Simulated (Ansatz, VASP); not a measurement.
Two plane-wave programs on PtSe2

```
Pt Se
1.0
     3.72400    0.00000    0.00000
    -1.86200    3.22508    0.00000
     0.00000    0.00000    5.06200
Pt Se
1 2
Cartesian
  0.0000 0.0000 0.0000
  1.8620 1.0750 3.7965
  0.0000 2.1501 1.2655
```

Alike in both runs: functional HSE06; k mesh 6 × 6 × 4; occupations fermi-dirac, width 0.05 eV; no spin polarisation.

|  | VASP | Ansatz |
| --- | --- | --- |
| version | VASP 6.6.1 | Ansatz 0.2.0 |
| potentials or method | VASP PAW PBE potentials, release 64 (Pt, Se) | Ansatz PAW |
| plane-wave cutoff (eV) | 520 | 420 |
| valence electrons in the cell | 22 | 50 |
| task | single point | band structure |

VASP gave:

```
gap on the k mesh at the Fermi level (eV)                     : none
pressure (GPa)                                                : 2.6
traceless stress, the component that is largest in VASP (GPa) : 0.49
rms of the force components (eV/Å)                            : 0.041
```

**Question.** What did Ansatz give for the same quantities?

**Answer.** gap on the k mesh at the Fermi level (eV): none; pressure (GPa): 2.8; traceless stress, the component that is largest in VASP (GPa): 0.42; rms of the force components (eV/Å): 0.045.

Atom by atom the forces differ by 0.004 eV/Å (rms over components). A gap of «none» marks a metal or a gap that the smearing closes. VASP's potentials hold 22 valence electrons a cell and Ansatz's 50, so a difference there can come from the potentials and not from the codes.

Spin-orbit coupling is off throughout.
